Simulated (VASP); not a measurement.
# SrTiO3 (P4/mmm) in VASP: a series of runs

Aim: see how the results for SrTiO3 move with the level of theory and the settings. Levels: PBE+D3(BJ), PBE. Tasks: single point.

Program: VASP 6.6.1. These are calculated values, not measurements. Logs are shortened: lines on timing, memory, paths and dates and some standing lists are left out, and cuts for length are marked.

## (1) The cell of the first run

The structure is tetragonal, space group P4/mmm (No. 123). Conventional cell: a = 3.818 Å, b = 3.818 Å, c = 3.936 Å, α = 90.00°, β = 90.00°, γ = 90.00°. Within 3.6 Å of Sr (site symmetry 4/mmm) lie 12 O at 2.70 to 2.74 Å and 8 Ti at 3.34 Å. Ti (site symmetry 4/mmm) has 6 O at 1.91 to 1.97 Å within 2.5 Å. O (site symmetry mmm) has 2 Ti at 1.91 Å within 2.5 Å. Within 2.8 Å of O (site symmetry 4/mmm) lie 2 Ti at 1.97 Å and 4 Sr at 2.70 Å and 8 O at 2.74 Å.

## (2) Single point, PBE+D3(BJ)

File INCAR:

```
PREC = Accurate
ENCUT = 600
EDIFF = 1E-6
ISMEAR = 0
SIGMA = 0.05
LREAL = False
LASPH = True
NELM = 120
ALGO = Normal
ISIF = 2
LWAVE = False
LCHARG = False
GGA = PE
IVDW = 12
ISYM = 0
NBANDS = 28
GGA_COMPAT = False
```

File KPOINTS:

```
Automatic mesh
0
Gamma
  8 8 8
```

File POSCAR:

```
SrTiO3
1.0
    3.8183114612      0.0000000000      0.0000000000
    0.0000000000      3.8183114612      0.0000000000
    0.0000000000      0.0000000000      3.9364035682
Sr Ti O
1 1 3
Direct
    0.0000000000      0.0000000000      0.0000000000
    0.5000000000      0.5000000000      0.5000000000
    0.0000000000      0.5000000000      0.5000000000
    0.5000000000      0.0000000000      0.5000000000
    0.5000000000      0.5000000000      0.0000000000
```

Potentials or basis: VASP PAW PBE potentials, release 64 (Sr_sv, Ti_sv, O).

Launch:

```sh
> cat potpaw_PBE.64/Sr_sv/POTCAR potpaw_PBE.64/Ti_sv/POTCAR potpaw_PBE.64/O/POTCAR > POTCAR
> mpirun -np 1 vasp_std > vasp.out
```

OUTCAR:

```text
PREC = Accurate
   ENCUT = 600
   EDIFF = 1E-6
   ISMEAR = 0
   LREAL = False
   LASPH = True
   NELM = 120
   ISIF = 2
   GGA = PE
   IVDW = 12
   ISYM = 0
 IVDW          = 12

 ion  position               nearest neighbor table
   1  0.000  0.000  0.000-   5 2.70   5 2.70   5 2.70   5 2.70   4 2.74   3 2.74   4 2.74   3 2.74
                             4 2.74   3 2.74   4 2.74   3 2.74   2 3.34   2 3.34   2 3.34   2 3.34
   2  0.500  0.500  0.500-   3 1.91   4 1.91   4 1.91   3 1.91   5 1.97   5 1.97   1 3.34   1 3.34
                             1 3.34   1 3.34   1 3.34   1 3.34   1 3.34   1 3.34
   3  0.000  0.500  0.500-   2 1.91   2 1.91   1 2.74   1 2.74   1 2.74   1 2.74
   4  0.500  0.000  0.500-   2 1.91   2 1.91   1 2.74   1 2.74   1 2.74   1 2.74
   5  0.500  0.500  0.000-   2 1.97   2 1.97   1 2.70   1 2.70   1 2.70   1 2.70

IMPORTANT INFORMATION: All symmetrisations will be switched off!
NOSYMM: (Re-)initialisation of all symmetry stuff for point group C_1.

----------------------------------------------------------------------------------------

                                     Primitive cell

  volume of cell :      57.3908

  direct lattice vectors                    reciprocal lattice vectors
     3.818311461  0.000000000  0.000000000     0.261895869  0.000000000  0.000000000
     0.000000000  3.818311461  0.000000000     0.000000000  0.261895869  0.000000000
     0.000000000  0.000000000  3.936403568     0.000000000  0.000000000  0.254038993

  length of vectors
     3.818311461  3.818311461  3.936403568     0.261895869  0.261895869  0.254038993

  position of ions in fractional coordinates (direct lattice)
     0.000000000  0.000000000  0.000000000
     0.500000000  0.500000000  0.500000000
     0.000000000  0.500000000  0.500000000
     0.500000000  0.000000000  0.500000000
     0.500000000  0.500000000  0.000000000

  ion indices of the primitive-cell ions
   primitive index   ion index
                 1           1
                 2           2
                 3           3
                 4           4
                 5           5

----------------------------------------------------------------------------------------

 KPOINTS: Automatic mesh

Automatic generation of k-mesh.
 Grid dimensions read from file:
 generate k-points for:    8    8    8

 Generating k-lattice:

  Cartesian coordinates                     Fractional coordinates (reciprocal lattice)
     0.032736984  0.000000000  0.000000000     0.125000000  0.000000000  0.000000000
     0.000000000  0.032736984  0.000000000     0.000000000  0.125000000  0.000000000
     0.000000000  0.000000000  0.031754874     0.000000000  0.000000000  0.125000000

  Length of vectors
     0.032736984  0.032736984  0.031754874

  Shift w.r.t. Gamma in fractional coordinates (k-lattice)
     0.000000000  0.000000000  0.000000000

 Subroutine IBZKPT returns following result:
 ===========================================

 Found    260 irreducible k-points:

 Following reciprocal coordinates:
            Coordinates               Weight
  0.000000  0.000000  0.000000      1.000000
  0.125000  0.000000  0.000000      2.000000
  0.000000  0.125000  0.000000      2.000000
  0.250000  0.000000  0.000000      2.000000
  0.000000  0.250000  0.000000      2.000000
  0.375000  0.000000  0.000000      2.000000
[... 16 lines left out ...]
 -0.250000  0.250000  0.000000      2.000000
  0.375000  0.250000  0.000000      2.000000
 [... further k-points ...]
   k-points           NKPTS =    260   k-points in BZ     NKDIM =    260   number of bands    NBANDS=     28
   number of dos      NEDOS =    301   number of ions     NIONS =      5
   total plane-waves  NPLWV =  32768
   dimension x,y,z NGX =    32 NGY =   32 NGZ =   32
   dimension x,y,z NGXF=    64 NGYF=   64 NGZF=   64
   ions per type =               1   1   3
   NGX,Y,Z   is equivalent  to a cutoff of  13.93, 13.93, 13.51 a.u.
   NGXF,Y,Z  is equivalent  to a cutoff of  27.87, 27.87, 27.03 a.u.
 SYSTEM =  unknown system
   PREC   = accura    normal or accurate (medium, high low for compatibility)
   ISTART =      0    job   : 0-new  1-cont  2-samecut
   ICHARG =      2    charge: 1-file 2-atom 10-const
   ISPIN  =      1    spin polarized calculation?
   LNONCOLLINEAR =      F non collinear calculations
   LSORBIT =      F    spin-orbit coupling
   LASPH  =      T    aspherical Exc in radial PAW
   ENCUT  =  600.0 eV  44.10 Ry    6.64 a.u.   7.63  7.63  7.86*2*pi/ulx,y,z
   NELM   =    120;   NELMIN=  2; NELMDL= -5     # of ELM steps
   EDIFF  = 0.1E-05   stopping-criterion for ELM
   LREAL  =      F    real-space projection
   EDIFFG = 0.1E-04   stopping-criterion for IOM
   NSW    =      0    number of steps for IOM
   IBRION =     -1    ionic relax: 0-MD 1-quasi-New 2-CG
   NFREE  =      0    steps in history (QN), initial steepest desc. (CG)
   ISIF   =      2    stress and relaxation
   ISYM   =      0    0-nonsym 1-usesym 2-fastsym
   POTIM  = 0.5000    time-step for ionic-motion
   TEBEG  =    0.0;   TEEND  =   0.0 temperature during run
   PSTRESS=    0.0 pullay stress
   NELECT =      40.0000    total number of electrons
   NUPDOWN=      -1.0000    fix difference up-down
   EMIN   =  10.00;   EMAX   =-10.00  energy-range for DOS
   EFERMI =   0.00;   METHOD = LEGACY
   ISMEAR =     0;   SIGMA  =   0.05  broadening in eV -4-tet -1-fermi 0-gaus
   EFERMI_NEDOS =   21; number of points for ismear=-14 and -15
   IALGO  =     38    algorithm
   IMIX   =      4    mixing-type and parameters
     AMIX     =   0.40;   BMIX     =  1.00
     AMIX_MAG =   1.60;   BMIX_MAG =  1.00
  volume/ion in A,a.u.               =      11.48        77.46
  Fermi-wavevector in a.u.,A,eV,Ry     =   1.451490  2.742918 28.665071  2.106823
  Thomas-Fermi vector in A             =   2.568981
   LORBIT       =      0    0 simple, 1 ext, 2 COOP (PROOUT), +10 PAW based schemes
   GGA     = PE    functional components
   LHFCALC =     F    Hartree Fock is set to
   AEXX    =    0.0000 exact exchange contribution
   IVDW    =    12    specifies the selected vdW correction
   LEPSILON=     F    determine dielectric tensor
   LRPA    =     F    only Hartree local field effects (RPA)
 non-spin polarized calculation
 Gauss-broadening in eV      SIGMA  =   0.05
  energy-cutoff  :      600.00
  volume of cell :       57.39
 maximum number of plane-waves:      1936
   NGX = 15   NGY = 15   NGZ = 15

 number of electron      39.9999998 magnetization

 Free energy of the ion-electron system (eV)
  ---------------------------------------------------
  ext. energy  EPLUGINS =         0.00000000
  ---------------------------------------------------
  free energy    TOTEN  =       -39.93332264 eV

  energy without entropy =      -39.93332264  energy(sigma->0) =      -39.93332264

 E-fermi :   4.7339     XC(G=0): -11.4663

 val. band max:        4.5231642807   @ k =   0.5000   0.5000   0.5000
 cond. band min:       6.3790257257   @ k =   0.0000   0.0000   0.0000
 fundamental gap:      1.8558614450
 Fermi energy:         4.7338596233

 k-point     1 :       0.0000    0.0000    0.0000
  band No.  band energies     occupation
      1     -51.8356      2.00000
      2     -28.2062      2.00000
      3     -28.1191      2.00000
      4     -28.1191      2.00000
      5     -28.0899      2.00000
      6     -13.1076      2.00000
[... 20 lines left out ...]
     27      10.0575      0.00000
     28      11.0373      0.00000

 k-point     2 :       0.1250    0.0000    0.0000
  band No.  band energies     occupation
      1     -51.8353      2.00000
      2     -28.2287      2.00000
      3     -28.1185      2.00000
      4     -28.1062      2.00000
      5     -28.0893      2.00000
      6     -13.1016      2.00000
[... 20 lines left out ...]
     27      10.3553      0.00000
     28      11.4265      0.00000

 k-point     3 :       0.0000    0.1250    0.0000
  band No.  band energies     occupation
      1     -51.8353      2.00000
      2     -28.2287      2.00000
      3     -28.1185      2.00000
      4     -28.1062      2.00000
      5     -28.0893      2.00000
      6     -13.1016      2.00000
[... 20 lines left out ...]
     27      10.3553      0.00000
     28      11.4265      0.00000

 k-point     4 :       0.2500    0.0000    0.0000
  band No.  band energies     occupation
      1     -51.8345      2.00000
      2     -28.2732      2.00000
      3     -28.1171      2.00000
      4     -28.0878      2.00000
      5     -28.0845      2.00000
      6     -13.1570      2.00000
[... 20 lines left out ...]
     27      11.0805      0.00000
     28      12.4694      0.00000

 k-point     5 :       0.0000    0.2500    0.0000
  band No.  band energies     occupation
      1     -51.8345      2.00000
      2     -28.2732      2.00000
      3     -28.1171      2.00000
      4     -28.0878      2.00000
      5     -28.0845      2.00000
      6     -13.1570      2.00000
[... 20 lines left out ...]
     27      11.0806      0.00000
     28      12.4692      0.00000

 k-point     6 :       0.3750    0.0000    0.0000
  band No.  band energies     occupation
      1     -51.8337      2.00000
      2     -28.3125      2.00000
      3     -28.1157      2.00000
      4     -28.0863      2.00000
      5     -28.0675      2.00000
      6     -13.2705      2.00000
[... 463 lines left out ...]
      5     -28.0688      2.00000
      6     -13.2218      2.00000
[... 20 lines left out ...]
     27      12.4069      0.00000
     28      12.7858      0.00000

 k-point    22 :       0.2500    0.2500    0.0000
  band No.  band energies     occupation
      1     -51.8334      2.00000
      2     -28.2649      2.00000
      3     -28.1659      2.00000
      4     -28.0858      2.00000
      5     -28.0768      2.00000
      6     -12.9670      2.00000
[... 20 lines left out ...]
     27      11.8199      0.00000
     28      12.8049      0.00000

 k-point    23 :      -0.2500    0.2500    0.0000
  band No.  band energies     occupation
      1     -51.8334      2.00000
      2     -28.2649      2.00000
      3     -28.1659      2.00000
      4     -28.0858      2.00000
      5     -28.0768      2.00000
      6     -12.9670      2.00000
[... 20 lines left out ...]
     27      11.8199      0.00000
     28      12.8049      0.00000

 k-point    24 :       0.3750    0.2500    0.0000
  band No.  band energies     occupation
      1     -51.8326      2.00000
      2     -28.2757      2.00000
      3     -28.1698      2.00000
      4     -28.0847      2.00000
      5     -28.0844      2.00000
      6     -12.9332      2.00000
[... 20 lines left out ...]
     27      12.6941      0.00000
     28      13.2019      0.00000

 [... further k-points ...]

------------------------ aborting loop because EDIFF is reached ----------------------------------------

 Edisp (eV)   -1.37883

 E8    (eV) :    -0.6041

  FORCE on cell =-STRESS in cart. coord.  units (eV):
  Direction    XX          YY          ZZ          XY          YZ          ZX
  --------------------------------------------------------------------------------------
  -------------------------------------------------------------------------------------
  Total       4.12282     4.12259     1.12323     0.00000     0.00000     0.00000
  in kB     115.09656   115.09013    31.35721     0.00003     0.00001     0.00000
  external pressure =       87.18 kB  Pullay stress =        0.00 kB

 VOLUME and BASIS-vectors are now :
 -----------------------------------------------------------------------------
  energy-cutoff  :      600.00
  volume of cell :       57.39
      direct lattice vectors                 reciprocal lattice vectors
     3.818311461  0.000000000  0.000000000     0.261895869  0.000000000  0.000000000
     0.000000000  3.818311461  0.000000000     0.000000000  0.261895869  0.000000000
     0.000000000  0.000000000  3.936403568     0.000000000  0.000000000  0.254038993

 POSITION                                       TOTAL-FORCE (eV/Angst)
 -----------------------------------------------------------------------------------
      0.00000      0.00000      0.00000        -0.000001      0.000001      0.000000
      1.90916      1.90916      1.96820         0.000001      0.000000      0.000000
      0.00000      1.90916      1.96820         0.000001     -0.000001      0.000000
      1.90916      0.00000      1.96820        -0.000001     -0.000001      0.000001
      1.90916      1.90916      0.00000        -0.000000      0.000001     -0.000002
 -----------------------------------------------------------------------------------
    total drift:                                0.000001      0.000001      0.000001

  FREE ENERGIE OF THE ION-ELECTRON SYSTEM (eV)
  ---------------------------------------------------
  free  energy   TOTEN  =       -41.3121558459 eV

  energy  without entropy=      -41.3121558459  energy(sigma->0) =      -41.31215585
```

Run time: 9.9 min. Hardware: 1 thread of Oxide Virtual Turin-like, shared host; peak memory 0.55 GiB.

Results:

```
Free energy                : -41.3122 eV
Pressure                   : 8.7 GPa
Band gap on the k mesh     : 1.86 eV (least direct gap 2.23 eV)
Dispersion energy per atom : -0.276 eV
```

Caveat: the stress differs along the axes, from 3 to 12 GPa. A k mesh can miss the band edges.

(Part 1 of 2 ends here.)
